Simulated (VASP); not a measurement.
A run of VASP 6.6.1 is set up as follows.

The input INCAR:

```
SYSTEM = TaN
  PREC = Accurate
  ENCUT = 520
  EDIFF = 1E-7
  ISMEAR = 0
  SIGMA = 0.15
  LREAL = .False.
  LASPH = .True.
  NELM = 80
  ALGO = Normal
  ISIF = 2
  LWAVE = .False.
  LCHARG = .False.
  GGA = PS
  NBANDS = 24
```

The input KPOINTS:

```
regular mesh
0
Gamma
  18 18 10
  0 0 0
```

Contents of POSCAR:

```
TaN
1.0
    3.0500010905      0.0000000000      0.0000000000
   -1.5250005453      2.6413784260      0.0000000000
    0.0000000000      0.0000000000      4.8906000000
Ta N
2 2
Direct
    0.3333333333      0.6666666667      0.0000000000
    0.6666666667      0.3333333333      0.5000000000
    0.3333333333      0.6666666667      0.3850000000
    0.6666666667      0.3333333333      0.8850000000
```

Potentials or basis: VASP PAW PBE potentials, release 64 (Ta_pv, N).

The run is started by

```console
$ cat potpaw_PBE.64/Ta_pv/POTCAR potpaw_PBE.64/N/POTCAR > POTCAR
$ mpirun -np 1 vasp_std > vasp.out
```

(1) Predict the largest force.

(2) Predict the pressure.

(3) What does it give for the band gap on the k mesh?

Results:

(1) 1.844 eV/Å.

(2) 136.2 GPa.

(3) zero (bands 16 and 17 overlap by 2.88 eV).

Caveat: the cell differs from its parent crystal (strain -0.0100 x Voigt [0, 0, 1, 0, 0, 0]); the stress differs along the axes, from 122 to 143 GPa; the PAW data sets were made with another functional, which shifts forces and pressure a little; spin-orbit coupling is left out, which moves the levels of the heavy elements.
